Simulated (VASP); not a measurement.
## Si2Ni: single point with PBEsol

Crystal: Si2Ni.

```xyz
3
Lattice="0.0000 2.5879 2.9114 2.5879 0.0000 2.9114 2.5879 2.5879 0.0000" Properties=species:S:1:pos:R:3 pbc="T T T"
Si    1.2939    1.2939    1.4557
Si    3.8818    3.8818    4.3670
Ni    0.0000    0.0000    0.0000
```

This cell differs from its parent crystal: strain -0.040 along x and y, +0.080 along z.

* Program: VASP 6.6.1
* Task: single point
* Functional: PBEsol
* Potentials or basis: VASP PAW PBE potentials, release 64 (Si, Ni)
* Cutoff: 520 eV
* k mesh: 16 × 16 × 16
* Occupations: gaussian, width 0.15 eV
* Spin: no spin polarisation

| Item | Value |
| --- | --- |
| Pressure | 1.0 GPa |
| Band gap on the k mesh | zero (bands 9 and 10 overlap by 2.18 eV) |

Stress tensor (GPa, compression positive):
```
 3.94  0.00  0.00
 0.00  3.94  0.00
 0.00  0.00 -4.82
```

Levels at points of the mesh, in eV from the Fermi level:
| k point | band 6 | band 7 | band 8 | band 9 | band 10 | band 11 | band 12 | band 13 |
| --- | --- | --- | --- | --- | --- | --- | --- | --- |
| (0.00, 0.00, 0.00) | -3.29 | 0.02 | 1.11 | 1.32 | 1.32 | 2.78 | 2.78 | 2.80 |
| (0.50, 0.00, 0.00) | -3.31 | -3.15 | -1.97 | -0.95 | 1.25 | 2.01 | 2.12 | 3.29 |
| (0.50, 0.50, 0.00) | -3.67 | -3.65 | -3.65 | -3.01 | 0.26 | 1.79 | 7.76 | 8.40 |
| (0.50, 0.00, 0.50) | -3.81 | -3.44 | -3.31 | -2.92 | -0.58 | 1.23 | 6.74 | 7.56 |

Wall time 100 s on 1 thread of Intel(R) Xeon(R) 6975P-C (Granite Rapids), with other jobs on the host, peak memory 0.32 GiB.

Caveat: the cell differs from its parent crystal (strain -0.040 along x and y, +0.080 along z); the PAW data sets were made with another functional, which shifts forces and pressure a little. Spin polarisation is off, so any magnetic state and its effect on volume and gap are missing.
